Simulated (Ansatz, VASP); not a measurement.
Two plane-wave programs on BN

File INCAR:

```
SYSTEM = BN
ALGO = Normal ; EDIFF = 1E-6
ENCUT = 520 ; GGA = PE
ISIF = 2 ; ISMEAR = 0
LASPH = .True. ; LCHARG = .False.
LREAL = .False. ; LWAVE = .False.
NBANDS = 16 ; NELM = 80
PREC = Accurate ; SIGMA = 0.05
```

File KPOINTS:

```
k-points
0
Gamma
  12 12 4
  0 0 0
```

POSCAR

```
BN
1.0
    2.5039917043      0.0000000000      0.0000000000
   -1.2519958522      2.1685204268      0.0000000000
    0.0000000000      0.0000000000      6.6612000000
B N
2 2
Direct
    0.3600591824      0.6862313460      0.2500000000
    0.6399408176      0.3137686540      0.7500000000
    0.3066363800      0.6471231404      0.7500000000
    0.6933636200      0.3528768596      0.2500000000
```

Input for Ansatz:

```yaml
crystal:
  lattice:
    - [2.5039917043, 0.0, 0.0]
    - [-1.2519958522, 2.1685204268, 0.0]
    - [0.0, 0.0, 6.6612]
  atoms:
    - { symbol: B, position: [0.3600591824, 0.686231346, 0.25] }
    - { symbol: B, position: [0.6399408176, 0.313768654, 0.75] }
    - { symbol: "N", position: [0.30663638, 0.6471231404, 0.75] }
    - { symbol: "N", position: [0.69336362, 0.3528768596, 0.25] }
basis:
  ecutwfc: 420
kpoints:
  mp_grid: { grid: [12, 12, 4] }
hamiltonian:
  xc: pbe
scf:
  occupations: { method: gaussian, width: 0.05 }
output:
  forces: true
  stress: true
  eigenvalues: true
```

Change from the starting cell: mode 4 (44.6 1/cm) frozen in, largest displacement +0.060 Å.

Alike in both runs: task single point; functional PBE; k mesh 12 × 12 × 4; occupations gaussian, width 0.05 eV; no spin polarisation.

|  | VASP | Ansatz |
| --- | --- | --- |
| version | VASP 6.6.1 | Ansatz 0.2.0 |
| potentials or method | VASP PAW PBE potentials, release 64 (B, N), cutoff 520 eV | scalar-relativistic, plane waves, PAW |
| valence electrons in the cell | 16 | 16 |

|  | VASP | Ansatz | Ansatz less VASP |
| --- | --- | --- | --- |
| gap on the k mesh at the Fermi level (eV) | 4.11 | 4.12 | +0.008 |
| least direct gap on the mesh (eV) | 4.50 | 4.51 | +0.005 |
| pressure (GPa) | 3.4 | 3.3 | -0.08 |
| traceless stress, the component that is largest in VASP (GPa) | -0.65 | -0.45 | +0.203 |
| rms of the force components (eV/Å) | 0.004 | 0.003 | 0.0000 |

Atom by atom the forces differ by 0.000 eV/Å (rms over components). With one functional, cell and mesh, what is left measures potentials, basis and numerics.
